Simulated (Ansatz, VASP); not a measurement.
**C: VASP beside Ansatz**

INCAR

```
SYSTEM = C
ALGO = Normal
EDIFF = 1E-7
ENCUT = 520
ISIF = 2
ISMEAR = 0
LASPH = .True.
LCHARG = .True.
LELF = .True.
LREAL = .False.
LVHAR = .True.
LWAVE = .False.
NBANDS = 11
NELM = 80
PREC = Accurate
SIGMA = 0.05
```

Contents of KPOINTS:

```
k-points
0
Gamma
  14 14 14
  0 0 0
```

POSCAR

```
C
1.0
    0.0000000000      2.0950950000      3.3480000000
    1.2095800000      0.0000000000      3.3480000000
    1.2095800000      2.0950950000      0.0000000000
C
2
Direct
    0.1666700000      0.8333300000      0.1666700000
    0.8333300000      0.1666700000      0.8333300000
```

Input for Ansatz:

```yaml
crystal:
  lattice:
    - [0.0, 2.095095, 3.348]
    - [1.20958, 0.0, 3.348]
    - [1.20958, 2.095095, 0.0]
  atoms:
    - { symbol: C, position: [0.16667, 0.83333, 0.16667] }
    - { symbol: C, position: [0.83333, 0.16667, 0.83333] }
basis:
  ecutwfc: 420
kpoints:
  mp_grid: { grid: [14, 14, 14] }
hamiltonian:
  xc: lda
scf:
  occupations: { method: gaussian, width: 0.05 }
output:
  forces: true
  stress: true
  eigenvalues: true
```

Change from the starting cell: strain -0.015 along x and y, +0.000 along z, atoms carried along.

Alike in both runs: task single point; functional LDA; k mesh 14 × 14 × 14; occupations gaussian, width 0.05 eV; no spin polarisation.

```csv
,VASP,Ansatz
version,VASP 6.6.1,Ansatz 0.2.0
potentials or method,"VASP PAW LDA potentials, release 64 (C), cutoff 520 eV","scalar-relativistic, plane waves, PAW"
valence electrons in the cell,8,8
```

VASP gave:

| Quantity | Value |
| --- | --- |
| gap on the k mesh at the Fermi level (eV) | 0.38 |
| least direct gap on the mesh (eV) | 0.48 |
| pressure (GPa) | 10.4 |
| traceless stress, the component that is largest in VASP (GPa) | -10.40 |
| rms of the force components (eV/Å) | 0.019 |

Question: What did Ansatz give for the same quantities?

Answer: gap on the k mesh at the Fermi level (eV): 0.38; least direct gap on the mesh (eV): 0.48; pressure (GPa): 9.6; traceless stress, the component that is largest in VASP (GPa): -9.45; rms of the force components (eV/Å): 0.019.

LDA's correlation is that of Perdew and Zunger in VASP and of Perdew and Wang (1992) in Ansatz. Atom by atom the forces differ by 0.000 eV/Å (rms over components).
